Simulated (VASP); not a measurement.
Write the native input for VASP 6.6.1 that does the following.

* Task: single point
* Functional: PBE
* Potentials or basis: VASP PAW PBE potentials, release 64 (Cd, S)
* Cutoff: 520 eV
* k mesh: 10 × 10 × 10
* Occupations: gaussian, width 0.03 eV
* Spin: no spin polarisation
* Dipole correction: no
* Further INCAR settings: ALGO = Normal; EDIFF = 1e-07; NBANDS = 16

The structure of CdS lies in POSCAR:

```
CdS
1.0
    0.0000000000      2.6155818000      2.6155818000
    2.6155818000      0.0000000000      2.6155818000
    2.6155818000      2.6155818000      0.0000000000
Cd S
1 1
Direct
    0.0000000000      0.0000000000      0.0000000000
    0.5000000000      0.5000000000      0.5000000000
```

This cell differs from its parent crystal: strain -0.050 along x and y, -0.050 along z.

These files were run (other wordings do the same):

INCAR

```
PREC = Accurate
ENCUT = 520
EDIFF = 1E-7
ISMEAR = 0
SIGMA = 0.03
LREAL = F
LASPH = T
NELM = 100
ALGO = Normal
ISIF = 2
LWAVE = F
LCHARG = F
GGA = PE
NBANDS = 16
```

KPOINTS

```
Automatic mesh
0
Gamma
  10 10 10
```

Potentials or basis: VASP PAW PBE potentials, release 64 (Cd, S).

The run is started by

```console
$ cat potpaw_PBE.64/Cd/POTCAR potpaw_PBE.64/S/POTCAR > POTCAR
$ mpirun -np 1 vasp_std > vasp.out
```

It gave:

The pressure is 15.8 GPa. The band gap on the k mesh is 0.21 eV, indirect (least direct gap 2.64 eV).

Caveat: the cell differs from its parent crystal (strain -0.050 along x and y, -0.050 along z).

Run time: 22 s on 1 thread of Intel(R) Xeon(R) Platinum 8488C (Sapphire Rapids), with other jobs on the host, peak memory 0.17 GiB.
